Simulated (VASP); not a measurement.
# Mg3Zn5S8 (P1) in VASP: single point with PBEsol

Aim: the single point of Mg3Zn5S8 with PBEsol.

Everything below comes from runs of VASP 6.6.1. Logs are shortened: lines on timing, memory, paths and dates and some standing lists are left out, and cuts for length are marked.

### 1 The cell of the first run

The typed cell holds 64 atoms: a = 10.931 Å, b = 10.931 Å, c = 10.931 Å, α = 90.00°, β = 90.00°, γ = 90.00°.

### 2 Single point, PBEsol

The input, INCAR:

```
  ALGO = Normal
  EDIFF = 1E-7
  ENCUT = 520
  GGA = PS
  ISIF = 2
  ISMEAR = -1
  ISYM = 0
  LASPH = T
  LCHARG = F
  LREAL = Auto
  LWAVE = F
  NBANDS = 266
  NELM = 60
  PREC = Accurate
  SIGMA = 0.05
```

The input, KPOINTS:

```
Automatic mesh
0
Gamma
  1 1 1
  0.25 0.25 0.25
```

The input, POSCAR:

```
Mg3Zn5S8
1.0
   10.9311661270      0.0000000000      0.0000000000
    0.0000000000     10.9311661270      0.0000000000
    0.0000000000      0.0000000000     10.9311661270
Zn Mg S
20 12 32
Direct
    0.9947940000      0.0066040000      0.9995230000
    0.9982280000      0.4945060000      0.0000550000
    0.9997140000      0.4926610000      0.5001680000
    0.5022270000      0.4943310000      0.9999130000
    0.5004910000      0.4926070000      0.4996860000
    0.2482290000      0.2557260000      0.9996600000
    0.2499320000      0.2568610000      0.4994960000
    0.7514450000      0.2524490000      0.9999390000
    0.7500190000      0.2539540000      0.5001100000
    0.7520380000      0.7482520000      0.9998320000
    0.2502380000      0.4925470000      0.2497740000
    0.2496610000      0.4925410000      0.7500320000
    0.7512740000      0.0068740000      0.2461380000
    0.7518110000      0.0059290000      0.7532830000
    0.7503000000      0.4944860000      0.2481890000
    0.7502220000      0.4942940000      0.7519580000
    0.9979400000      0.2542740000      0.2477350000
    0.9982820000      0.2539510000      0.7510900000
    0.5014240000      0.2554270000      0.2498530000
    0.5018730000      0.2552430000      0.7503670000
    0.9960420000      0.0075100000      0.4989440000
    0.5048740000      0.0055470000      0.9993340000
    0.5034340000      0.0071420000      0.4996830000
    0.2480220000      0.7442040000      0.9995670000
    0.2497250000      0.7426780000      0.4998330000
    0.7500100000      0.7462370000      0.4993620000
    0.2474510000      0.0069940000      0.2473920000
    0.2479460000      0.0074090000      0.7514700000
    0.9959580000      0.7461580000      0.2460860000
    0.9960360000      0.7467710000      0.7531800000
    0.5035790000      0.7448890000      0.2473900000
    0.5034340000      0.7437800000      0.7513890000
    0.1179560000      0.1339550000      0.1185250000
    0.1236850000      0.1388030000      0.6236830000
    0.1240330000      0.6111120000      0.1253490000
    0.1226050000      0.6123620000      0.6271840000
    0.6293190000      0.1348490000      0.1287580000
    0.6308480000      0.1334240000      0.6312750000
    0.6313280000      0.6169460000      0.1187180000
    0.6259720000      0.6109810000      0.6240190000
    0.3758170000      0.3739670000      0.1241600000
    0.3757650000      0.3737870000      0.6250720000
    0.3756720000      0.8755490000      0.1234370000
    0.3759960000      0.8753550000      0.6260480000
    0.8741530000      0.3740920000      0.1235600000
    0.8741890000      0.3739220000      0.6257790000
    0.8698780000      0.8811370000      0.1196780000
    0.8700200000      0.8804230000      0.6292090000
    0.3746740000      0.1380120000      0.3743650000
    0.3762150000      0.1382000000      0.8760870000
    0.3769300000      0.6115860000      0.3733770000
    0.3750470000      0.6114770000      0.8749060000
    0.8694960000      0.1344010000      0.3687290000
    0.8744240000      0.1301930000      0.8746020000
    0.8749250000      0.6118780000      0.3747050000
    0.8699800000      0.6162220000      0.8804480000
    0.1235270000      0.3731940000      0.3735010000
    0.1227560000      0.3747120000      0.8747510000
    0.1228310000      0.8748700000      0.3746720000
    0.1189630000      0.8805830000      0.8807480000
    0.6257540000      0.3745300000      0.3744450000
    0.6263480000      0.3731650000      0.8759240000
    0.6310600000      0.8805720000      0.3686740000
    0.6346050000      0.8749640000      0.8745560000
```

Potentials or basis: VASP PAW PBE potentials, release 64 (Zn, Mg, S).

On the command line:

```console
cat potpaw_PBE.64/Zn/POTCAR potpaw_PBE.64/Mg/POTCAR potpaw_PBE.64/S/POTCAR > POTCAR
mpirun -np 1 vasp_std > vasp.out
```

OUTCAR:

```text
EDIFF = 1E-7
   ENCUT = 520
   GGA = PS
   ISIF = 2
   ISMEAR = -1
   ISYM = 0
   LASPH = T
   LREAL = Auto
   NELM = 60
   PREC = Accurate

 ion  position               nearest neighbor table
   1  0.995  0.007  1.000-  54 2.33  60 2.33  33 2.33  47 2.34
   2  0.998  0.495  0.000-  35 2.32  45 2.32  58 2.33  56 2.33
   3  1.000  0.493  0.500-  55 2.33  36 2.33  46 2.34  57 2.34
   4  0.502  0.494  1.000-  62 2.33  52 2.33  39 2.34  41 2.34
   5  0.500  0.493  0.500-  40 2.32  61 2.33  51 2.33  42 2.33
   6  0.248  0.256  1.000-  50 2.33  58 2.33  41 2.34  33 2.34
[... 56 lines left out ...]
  63  0.631  0.881  0.369-  13 2.33  26 2.43  31 2.43  23 2.43
  64  0.635  0.875  0.875-  10 2.33  14 2.33  22 2.43  32 2.43

IMPORTANT INFORMATION: All symmetrisations will be switched off!
NOSYMM: (Re-)initialisation of all symmetry stuff for point group C_1.

----------------------------------------------------------------------------------------

                                     Primitive cell

  volume of cell :    1306.1693

  direct lattice vectors                    reciprocal lattice vectors
    10.931166127  0.000000000  0.000000000     0.091481548  0.000000000  0.000000000
     0.000000000 10.931166127  0.000000000     0.000000000  0.091481548  0.000000000
     0.000000000  0.000000000 10.931166127     0.000000000  0.000000000  0.091481548

  length of vectors
    10.931166127 10.931166127 10.931166127     0.091481548  0.091481548  0.091481548

  position of ions in fractional coordinates (direct lattice)
     0.994794000  0.006604000  0.999523000
     0.998228000  0.494506000  0.000055000
     0.999714000  0.492661000  0.500168000
     0.502227000  0.494331000  0.999913000
     0.500491000  0.492607000  0.499686000
     0.248229000  0.255726000  0.999660000
[... 56 lines left out ...]
     0.631060000  0.880572000  0.368674000
     0.634605000  0.874964000  0.874556000

  ion indices of the primitive-cell ions
   primitive index   ion index
                 1           1
                 2           2
                 3           3
                 4           4
                 5           5
                 6           6
[... 56 lines left out ...]
                63          63
                64          64

----------------------------------------------------------------------------------------

 KPOINTS: Automatic mesh

Automatic generation of k-mesh.
 Grid dimensions read from file:
 generate k-points for:    1    1    1

 Generating k-lattice:

  Cartesian coordinates                     Fractional coordinates (reciprocal lattice)
     0.091481548  0.000000000  0.000000000     1.000000000  0.000000000  0.000000000
     0.000000000  0.091481548  0.000000000     0.000000000  1.000000000  0.000000000
     0.000000000  0.000000000  0.091481548     0.000000000  0.000000000  1.000000000

  Length of vectors
     0.091481548  0.091481548  0.091481548

  Shift w.r.t. Gamma in fractional coordinates (k-lattice)
     0.250000000  0.250000000  0.250000000

 Subroutine IBZKPT returns following result:
 ===========================================

 Found      4 irreducible k-points:

 Following reciprocal coordinates:
            Coordinates               Weight
  0.250000  0.250000  0.250000      2.000000
 -0.250000  0.250000  0.250000      2.000000
 -0.250000 -0.250000  0.250000      2.000000
  0.250000 -0.250000  0.250000      2.000000
   k-points           NKPTS =      4   k-points in BZ     NKDIM =      4   number of bands    NBANDS=    266
   number of dos      NEDOS =    301   number of ions     NIONS =     64
   total plane-waves  NPLWV = 592704
   dimension x,y,z NGX =    84 NGY =   84 NGZ =   84
   dimension x,y,z NGXF=   168 NGYF=  168 NGZF=  168
   ions per type =              20  12  32
   NGX,Y,Z   is equivalent  to a cutoff of  12.78, 12.78, 12.78 a.u.
   NGXF,Y,Z  is equivalent  to a cutoff of  25.55, 25.55, 25.55 a.u.
 SYSTEM =  unknown system
   PREC   = accura    normal or accurate (medium, high low for compatibility)
   ISTART =      0    job   : 0-new  1-cont  2-samecut
   ICHARG =      2    charge: 1-file 2-atom 10-const
   ISPIN  =      1    spin polarized calculation?
   LNONCOLLINEAR =      F non collinear calculations
   LSORBIT =      F    spin-orbit coupling
   LASPH  =      T    aspherical Exc in radial PAW
   ENCUT  =  520.0 eV  38.22 Ry    6.18 a.u.  20.32 20.32 20.32*2*pi/ulx,y,z
   NELM   =     60;   NELMIN=  2; NELMDL= -5     # of ELM steps
   EDIFF  = 0.1E-06   stopping-criterion for ELM
   LREAL  =      T    real-space projection
   EDIFFG = 0.1E-05   stopping-criterion for IOM
   NSW    =      0    number of steps for IOM
   IBRION =     -1    ionic relax: 0-MD 1-quasi-New 2-CG
   NFREE  =      0    steps in history (QN), initial steepest desc. (CG)
   ISIF   =      2    stress and relaxation
   ISYM   =      0    0-nonsym 1-usesym 2-fastsym
   POTIM  = 0.5000    time-step for ionic-motion
   TEBEG  =    0.0;   TEEND  =   0.0 temperature during run
   PSTRESS=    0.0 pullay stress
   NELECT =     456.0000    total number of electrons
   NUPDOWN=      -1.0000    fix difference up-down
   EMIN   =  10.00;   EMAX   =-10.00  energy-range for DOS
   EFERMI =   0.00;   METHOD = LEGACY
   ISMEAR =    -1;   SIGMA  =   0.05  broadening in eV -4-tet -1-fermi 0-gaus
   EFERMI_NEDOS =   21; number of points for ismear=-14 and -15
   IALGO  =     38    algorithm
   IMIX   =      4    mixing-type and parameters
     AMIX     =   0.40;   BMIX     =  1.00
     AMIX_MAG =   1.60;   BMIX_MAG =  1.00
  volume/ion in A,a.u.               =      20.41       137.73
  Fermi-wavevector in a.u.,A,eV,Ry     =   1.152736  2.178356 18.079433  1.328801
  Thomas-Fermi vector in A             =   2.289385
   LORBIT       =      0    0 simple, 1 ext, 2 COOP (PROOUT), +10 PAW based schemes
   GGA     = PS    functional components
   LHFCALC =     F    Hartree Fock is set to
   AEXX    =    0.0000 exact exchange contribution
   IVDW    =     0    specifies the selected vdW correction
   LEPSILON=     F    determine dielectric tensor
   LRPA    =     F    only Hartree local field effects (RPA)
 non-spin polarized calculation
  energy-cutoff  :      520.00
  volume of cell :     1306.17
 maximum number of plane-waves:     35129
 NGX is ok and might be reduce to    84
   NGX = 41   NGY = 41   NGZ = 41

 number of electron     455.9999844 magnetization

 Free energy of the ion-electron system (eV)
  ---------------------------------------------------
  ext. energy  EPLUGINS =         0.00000000
  ---------------------------------------------------
  free energy    TOTEN  =      -258.14872114 eV

  energy without entropy =     -258.14872114  energy(sigma->0) =     -258.14872114

 E-fermi :   3.0352     XC(G=0):  -9.4242

 val. band max:        1.7598541608   @ k =   0.2500  -0.2500   0.2500
 cond. band min:       5.0387530944   @ k =  -0.2500   0.2500   0.2500
 fundamental gap:      3.2788989336
 Fermi energy:         3.0352111693

 k-point     1 :       0.2500    0.2500    0.2500
  band No.  band energies     occupation
      1     -10.7802      2.00000
      2     -10.5300      2.00000
      3     -10.4980      2.00000
      4     -10.3827      2.00000
      5     -10.3080      2.00000
      6     -10.1528      2.00000
[... 232 lines left out ...]
    239       6.1946      0.00000
    240       6.2503      0.00000

 k-point     2 :      -0.2500    0.2500    0.2500
  band No.  band energies     occupation
      1     -10.7809      2.00000
      2     -10.5274      2.00000
      3     -10.4958      2.00000
      4     -10.3871      2.00000
      5     -10.3104      2.00000
      6     -10.1583      2.00000
[... 232 lines left out ...]
    239       6.1799      0.00000
    240       6.2639      0.00000

 k-point     3 :      -0.2500   -0.2500    0.2500
  band No.  band energies     occupation
      1     -10.7803      2.00000
      2     -10.5306      2.00000
      3     -10.4970      2.00000
      4     -10.3837      2.00000
      5     -10.3054      2.00000
      6     -10.1639      2.00000
[... 232 lines left out ...]
    239       6.2022      0.00000
    240       6.2482      0.00000

 k-point     4 :       0.2500   -0.2500    0.2500
  band No.  band energies     occupation
      1     -10.7808      2.00000
      2     -10.5285      2.00000
      3     -10.4958      2.00000
      4     -10.3845      2.00000
      5     -10.3096      2.00000
      6     -10.1594      2.00000
[... 232 lines left out ...]
    239       6.1867      0.00000
    240       6.2328      0.00000
 [bands above 240 left out]

------------------------ aborting loop because EDIFF is reached ----------------------------------------

  FORCE on cell =-STRESS in cart. coord.  units (eV):
  Direction    XX          YY          ZZ          XY          YZ          ZX
  --------------------------------------------------------------------------------------
  -------------------------------------------------------------------------------------
  Total        0.3020781      1.6393492      0.1690152     -0.0692160      0.0541663      0.2503462
  in kB        0.3705360      2.0108635      0.2073179     -0.0849019      0.0664416      0.3070804
  external PRESSURE =       0.8629058 kB  Pullay stress =       0.0000000 kB

 VOLUME and BASIS-vectors are now :
 -----------------------------------------------------------------------------
  energy-cutoff  :      520.00
  volume of cell :     1306.17
      direct lattice vectors                 reciprocal lattice vectors
    10.931166127  0.000000000  0.000000000     0.091481548  0.000000000  0.000000000
     0.000000000 10.931166127  0.000000000     0.000000000  0.091481548  0.000000000
     0.000000000  0.000000000 10.931166127     0.000000000  0.000000000  0.091481548

 POSITION                                       TOTAL-FORCE (eV/Angst)
 -----------------------------------------------------------------------------------
     10.87426      0.07219     10.92595        -0.009295     -0.008799     -0.015440
     10.91180      5.40553      0.00060        -0.008414     -0.007395     -0.009815
     10.92804      5.38536      5.46742        -0.006906     -0.010906     -0.001316
      5.48993      5.40361     10.93022        -0.005297     -0.009415     -0.010255
      5.47095      5.38477      5.46215        -0.005322     -0.011159     -0.002558
      2.71343      2.79538     10.92745        -0.011322     -0.013654     -0.011856
[... 56 lines left out ...]
      6.89822      9.62568      4.03004        -0.016450     -0.006111      0.007186
      6.93697      9.56438      9.55992        -0.017662      0.002395      0.002935
 -----------------------------------------------------------------------------------
    total drift:                                0.002994     -0.012064     -0.005354

  FREE ENERGIE OF THE ION-ELECTRON SYSTEM (eV)
  ---------------------------------------------------
  free  energy   TOTEN  =      -258.1487211375 eV

  energy  without entropy=     -258.1487211374  energy(sigma->0) =     -258.14872114
```

Wall time 1.6 h (1 thread of Oxide Virtual Turin-like, shared host); peak memory 1.6 GiB.

What came out:

| Property | Result |
| --- | --- |
| Free energy | -258.1487 eV |
| Pressure | 0.1 GPa |
| Largest force | 0.031 eV/Å |
| Band gap on the k mesh | 3.28 eV |

Forces on the atoms (eV/Å):
```
Zn  -0.009 -0.009 -0.015
Zn  -0.008 -0.007 -0.010
Zn  -0.007 -0.011 -0.001
Zn  -0.005 -0.009 -0.010
Zn  -0.005 -0.011 -0.003
Zn  -0.011 -0.014 -0.012
Zn  -0.007 -0.014 -0.006
Zn  -0.007 -0.013 -0.012
Zn  -0.016 -0.016 -0.004
Zn  -0.013 -0.009 -0.016
Zn  -0.004 -0.014 -0.006
Zn  -0.003 -0.010 -0.005
Zn  -0.010 -0.013 -0.012
Zn  -0.017 -0.011 -0.012
Zn  -0.011 -0.008 -0.010
Zn  -0.007 -0.009 -0.005
Zn  -0.008 -0.015 -0.010
Zn  -0.012 -0.014 -0.007
Zn  -0.007 -0.017 -0.010
Zn  -0.006 -0.015 -0.007
Mg   0.005  0.004  0.006
Mg   0.002  0.000 -0.002
Mg   0.002 -0.001  0.006
Mg   0.007  0.004  0.003
Mg   0.007  0.002  0.008
Mg   0.006  0.003  0.008
Mg   0.003  0.001  0.002
Mg   0.005  0.001  0.004
Mg   0.004  0.003  0.005
Mg   0.007  0.005  0.006
Mg   0.004  0.000  0.004
Mg   0.002  0.003  0.004
S    0.015  0.000  0.022
S    0.002 -0.017 -0.002
S   -0.003  0.027  0.003
S   -0.001  0.023 -0.003
S   -0.008  0.002 -0.003
S    0.000 -0.005 -0.004
S   -0.002  0.018  0.021
S    0.005  0.028 -0.001
S    0.009  0.012  0.014
S    0.009  0.013  0.006
S   -0.006 -0.005 -0.009
S   -0.009 -0.006 -0.011
S    0.010  0.015  0.007
S    0.015  0.013  0.007
S    0.017 -0.003  0.025
S    0.006 -0.015 -0.013
S    0.003 -0.016 -0.002
S    0.004 -0.015  0.001
S   -0.001  0.028 -0.002
S   -0.002  0.021  0.003
S    0.024  0.001  0.020
S    0.015  0.017  0.022
S    0.002  0.026  0.001
S    0.015  0.019 -0.002
S    0.010  0.012  0.005
S    0.006  0.013  0.013
S   -0.010 -0.006 -0.011
S    0.006 -0.013 -0.016
S    0.015  0.016  0.008
S    0.009  0.015  0.014
S   -0.016 -0.006  0.007
S   -0.018  0.002  0.003
```

Levels at points of the mesh, in eV from the valence-band top:
```tsv
k point	band 225	band 226	band 227	band 228	band 229	band 230	band 231	band 232
(0.25, 0.25, 0.25)	-0.28	-0.28	-0.01	0.00	3.30	3.75	3.78	3.82
```

Caveat: the PAW data sets were made with another functional, which shifts forces and pressure a little; a shifted mesh leaves out Γ, where band edges can lie. A k mesh can miss the band edges.
